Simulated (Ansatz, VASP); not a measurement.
## BN in VASP and in Ansatz

The input INCAR:

```
PREC = Accurate ; ENCUT = 520
EDIFF = 1E-6 ; ISMEAR = 0
SIGMA = 0.05 ; LREAL = False
LASPH = True ; NELM = 60
ALGO = Normal ; ISIF = 2
LWAVE = False ; LCHARG = False
GGA = PS ; NBANDS = 16
```

Contents of KPOINTS:

```
regular mesh
0
Gamma
  12 12 6
```

The input POSCAR:

```
BN
1.0
    2.5539396017      0.0000000000      0.0000000000
   -1.2769698009      2.2117765748      0.0000000000
    0.0000000000      0.0000000000      4.3959292000
B N
2 2
Direct
    0.6666666667      0.3333333333      0.9997240000
    0.3333333333      0.6666666667      0.4997240000
    0.6666666667      0.3333333333      0.6252760000
    0.3333333333      0.6666666667      0.1252760000
```

Input for Ansatz:

```yaml
crystal:
  lattice:
    - [2.5539396017, 0.0, 0.0]
    - [-1.2769698009, 2.2117765748, 0.0]
    - [0.0, 0.0, 4.3959292]
  atoms:
    - { symbol: B, position: [0.6666666667, 0.3333333333, 0.999724] }
    - { symbol: B, position: [0.3333333333, 0.6666666667, 0.499724] }
    - { symbol: "N", position: [0.6666666667, 0.3333333333, 0.625276] }
    - { symbol: "N", position: [0.3333333333, 0.6666666667, 0.125276] }
basis:
  ecutwfc: 420
kpoints:
  mp_grid: { grid: [12, 12, 6] }
hamiltonian:
  xc: pbesol
scf:
  occupations: { method: gaussian, width: 0.05 }
output:
  forces: true
  stress: true
  eigenvalues: true
```

Change from the starting cell: strain +0.000 along x and y, +0.040 along z, atoms carried along.

Alike in both runs: task single point; functional PBEsol; k mesh 12 × 12 × 6; occupations gaussian, width 0.05 eV; no spin polarisation.

|  | VASP | Ansatz |
| --- | --- | --- |
| version | VASP 6.6.1 | Ansatz 0.2.0 |
| potentials or method | VASP PAW PBE potentials, release 64 (B, N), cutoff 520 eV | scalar-relativistic, plane waves, PAW |
| valence electrons in the cell | 16 | 16 |

|  | VASP | Ansatz | Ansatz less VASP |
| --- | --- | --- | --- |
| gap on the k mesh at the Fermi level (eV) | 4.89 | 4.91 | +0.016 |
| least direct gap on the mesh (eV) | 6.95 | 6.95 | 0.000 |
| pressure (GPa) | -18.1 | -18.6 | -0.43 |
| traceless stress, the component that is largest in VASP (GPa) | -22.38 | -22.16 | +0.218 |
| rms of the force components (eV/Å) | 0.083 | 0.090 | +0.0077 |

VASP's potentials were made for PBE, not for PBEsol. Atom by atom the forces differ by 0.008 eV/Å (rms over components).
